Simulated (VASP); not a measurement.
## InSb3: single point with PBE+D3(BJ)

The system is InSb3.

```
In Sb
1.0
     4.35465    0.00000    0.00000
     0.00000    4.35465    0.00000
     0.00000    0.00000    4.92265
In Sb
1 3
Direct
  0.00000 0.00000 0.00000
  0.50000 0.00000 0.50000
  0.00000 0.50000 0.50000
  0.50000 0.50000 0.00000
```

This cell differs from its parent crystal: strain -0.080 along x and y, +0.040 along z.

```json
{"Program": "VASP 6.6.1", "Task": "single point", "Functional": "PBE", "Dispersion": "D3(BJ)", "Potentials or basis": "VASP PAW PBE potentials, release 64 (In_d, Sb)", "Cutoff": "520 eV", "k mesh": "10 × 10 × 10", "Occupations": "gaussian, width 0.15 eV", "Spin": "no spin polarisation"}
```

* Pressure: 10.0 GPa
* Band gap on the k mesh: zero (bands 14 and 15 overlap by 4.72 eV)
* Dispersion energy per atom: -0.544 eV

Stress tensor (GPa, compression positive):
```
10.14  0.00  0.00
 0.00 10.14  0.00
 0.00  0.00  9.73
```

Levels at points of the mesh, in eV from the Fermi level:
```
           k point  band 12  band 13  band 14  band 15  band 16  band 17
(0.00, 0.00, 0.00)    -3.33     0.10     0.10     0.59     1.88     2.63
(0.50, 0.00, 0.00)    -2.82    -2.08    -1.30    -1.16     2.02     2.71
(0.50, 0.50, 0.00)    -2.63    -2.03    -1.69    -1.69    -1.39     0.28
(0.00, 0.00, 0.50)    -2.46    -2.46    -0.84    -0.81     1.40     1.93
(0.50, 0.00, 0.50)    -1.19    -1.17    -1.11    -0.93     0.51     1.20
(0.50, 0.50, 0.50)    -5.90    -5.15     3.03     3.45     3.45     5.63
```

Wall time 53 s on 1 thread of Intel(R) Xeon(R) 6975P-C (Granite Rapids) (shared host), peak memory 0.38 GiB.

Caveat: the cell differs from its parent crystal (strain -0.080 along x and y, +0.040 along z); the cell stands under pressure; spin-orbit coupling is left out, which moves the levels of the heavy elements.
